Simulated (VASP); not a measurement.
Wanted: the native input for a VASP 6.6.1 run.

```
Task                   : relaxation of cell and atoms
Functional             : r2SCAN
Potentials or basis    : VASP PAW PBE potentials, release 64 (Ga_d, La, N)
Cutoff                 : 660 eV
k mesh                 : 12 × 12 × 2
Occupations            : fermi-dirac, width 0.02 eV
Spin                   : no spin polarisation
Dipole correction      : no
Further INCAR settings : ALGO = Normal; EDIFF = 1e-07; IBRION = 2; EDIFFG = -0.005; NSW = 80; ISIF = 3
```

The system is LaGa3N4.

```
Ga La N
1.0
     3.37098    0.00000    0.00000
    -1.68549    2.91935    0.00000
     0.00000    0.00000   11.31166
Ga La N
3 1 4
Direct
  0.33333 0.66667 0.02512
  0.33333 0.66667 0.47686
  0.66667 0.33333 0.25071
  0.66667 0.33333 0.74998
  0.33333 0.66667 0.20050
  0.33333 0.66667 0.64962
  0.66667 0.33333 0.42651
  0.66667 0.33333 0.97069
```

These files were run (other wordings do the same):

POSCAR

```
LaGa3N4
1.0
    3.3709791110      0.0000000000      0.0000000000
   -1.6854895555      2.9193535458      0.0000000000
    0.0000000000      0.0000000000     11.3116611530
Ga La N
3 1 4
Direct
    0.3333333333      0.6666666667      0.0251239274
    0.3333333333      0.6666666667      0.4768636563
    0.6666666667      0.3333333333      0.2507081951
    0.6666666667      0.3333333333      0.7499767316
    0.3333333333      0.6666666667      0.2005020689
    0.3333333333      0.6666666667      0.6496214953
    0.6666666667      0.3333333333      0.4265098757
    0.6666666667      0.3333333333      0.9706940497
```

INCAR.step1

```
PREC     = Accurate       # precision mode
ENCUT    = 660            # plane-wave cutoff, eV
ISMEAR   = -1             # smearing method
SIGMA    = 0.02           # smearing width, eV
LREAL    = False          # projectors in reciprocal space
LASPH    = True           # aspherical terms in the spheres
NELM     = 200            # most SCF steps
GGA      = PE             # functional
ALGO     = Normal         # electronic algorithm
EDIFF    = 1E-5           # SCF threshold, eV
LWAVE    = True           # write WAVECAR
LCHARG   = False          # write CHGCAR
GGA_COMPAT= False        
IBRION   = 2              # ionic algorithm
ISIF     = 3              # what is computed and relaxed
EDIFFG   = -0.005         # ionic threshold
NELMIN   = 4            
NSW      = 100            # ionic steps
LMAXMIX  = 6              # l up to which the mixer works
KPAR     = 4
```

INCAR.step2

```
PREC     = Accurate       # precision mode
ENCUT    = 660            # plane-wave cutoff, eV
EDIFF    = 1E-7           # SCF threshold, eV
ISMEAR   = -1             # smearing method
SIGMA    = 0.02           # smearing width, eV
LREAL    = False          # projectors in reciprocal space
LASPH    = True           # aspherical terms in the spheres
NELM     = 200            # most SCF steps
ALGO     = Normal         # electronic algorithm
ISIF     = 3              # what is computed and relaxed
LWAVE    = False          # write WAVECAR
LCHARG   = False          # write CHGCAR
METAGGA  = R2SCAN         # meta-GGA
LMIXTAU  = True         
IBRION   = 2              # ionic algorithm
NSW      = 80             # ionic steps
EDIFFG   = -0.005         # ionic threshold
ISTART   = 1            
GGA_COMPAT= False        
NELMIN   = 4            
LMAXMIX  = 6              # l up to which the mixer works
KPAR     = 4
```

KPOINTS

```
Automatic mesh
0
Gamma
  12 12 2
```

Potentials or basis: VASP PAW PBE potentials, release 64 (Ga_d, La, N).

Launch:

```bash
$ cat potpaw_PBE.64/Ga_d/POTCAR potpaw_PBE.64/La/POTCAR potpaw_PBE.64/N/POTCAR > POTCAR
$ cp INCAR.step1 INCAR
$ mpirun -np 4 vasp_std > vasp.out
$ cp INCAR.step2 INCAR
$ mpirun -np 4 vasp_std > vasp.out
```

It gave:

- Relaxed volume: 13.55 Å³/atom
- Relaxed cell: a = 3.337 Å, b = 3.337 Å, c = 11.235 Å, α = 90.00°, β = 90.00°, γ = 120.00°
- Space group after relaxing (to 0.05 Å): P3m1 (No. 156)
- Energy gained by relaxing: 4.7 meV/atom
- Ionic steps: 19
- Pressure after relaxing: 0.0 GPa
- Largest force after relaxing: 0.004 eV/Å
- Band gap on the k mesh: 1.15 eV, indirect (least direct gap 1.67 eV)

Caveat: the PAW data sets were made with another functional, which shifts forces and pressure a little; spin-orbit coupling is left out, which moves the levels of the heavy elements.

Run time: 43 min on 4 MPI ranks on Intel(R) Xeon(R) 6975P-C (Granite Rapids), with other jobs on the host, peak memory 0.52 GiB a rank.
